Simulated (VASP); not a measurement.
Input of a VASP 6.6.1 run:

Contents of INCAR:

```
ALGO = Normal
EDIFF = 1E-6
ENCUT = 500
GGA = PE
GGA_COMPAT = False
ISIF = 2
ISMEAR = 0
LASPH = True
LCHARG = False
LREAL = False
LWAVE = False
NBANDS = 20
NELM = 120
PREC = Accurate
SIGMA = 0.01
```

The input KPOINTS:

```
k-points
0
Gamma
  4 4 4
```

POSCAR

```
MoS2
1.0
    1.5875907347      0.9165959380      6.1939395993
   -1.5875907347      0.9165959380      6.1939395993
    0.0000000000     -1.8331918760      6.1939395993
Mo S
1 2
Direct
   -0.0000146007     -0.0000146007     -0.0000146007
    0.4170015121      0.4170015121      0.4170015121
    0.2496797553      0.2496797553      0.2496797553
```

Potentials or basis: VASP PAW PBE potentials, release 64 (Mo_sv, S).

Run with:

```sh
$ cat potpaw_PBE.64/Mo_sv/POTCAR potpaw_PBE.64/S/POTCAR > POTCAR
$ mpirun -np 1 vasp_std > vasp.out
```

Q: Estimate the largest force.

A: 0.065 eV/Å.

Q: What does it give for the pressure?

A: 1.9 GPa.

Stress tensor (GPa, compression positive):
```
1.32 0.00 0.00
0.00 1.32 0.00
0.00 0.00 2.97
```

Caveat: the k points lie up to 0.58 Å⁻¹ apart.
